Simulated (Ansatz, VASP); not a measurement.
**Cu in VASP and in Ansatz**

```
Cu
1.0
     2.40739    0.00000    0.00000
    -1.20370    2.08486    0.00000
     0.00000    0.00000    4.11257
Cu
2
Direct
  0.33333 0.66667 0.25000
  0.66667 0.33333 0.75000
```

Change from the starting cell: strain -0.050 along x and y, +0.000 along z, atoms carried along.

Alike in both runs: task single point; functional PBE; k mesh 24 × 24 × 12; occupations gaussian, width 0.15 eV; no spin polarisation.

|  | VASP | Ansatz |
| --- | --- | --- |
| version | VASP 6.6.1 | Ansatz 0.2.0 |
| potentials or method | VASP PAW PBE potentials, release 64 (Cu), cutoff 520 eV | scalar-relativistic, plane waves, PAW |
| valence electrons in the cell | 22 | 38 |

```csv
,VASP,Ansatz,Ansatz less VASP
gap on the k mesh at the Fermi level (eV),none,none,-
pressure (GPa),30.5,30.5,-0.02
"traceless stress, the component that is largest in VASP (GPa)",-8.40,-8.35,+0.050
```

A gap of «none» marks a metal or a gap that the smearing closes. Both programs put the cell under a high pressure, so it lies far from rest at this level. VASP's potentials hold 22 valence electrons a cell and Ansatz's 38, so a difference there can come from the potentials and not from the codes.
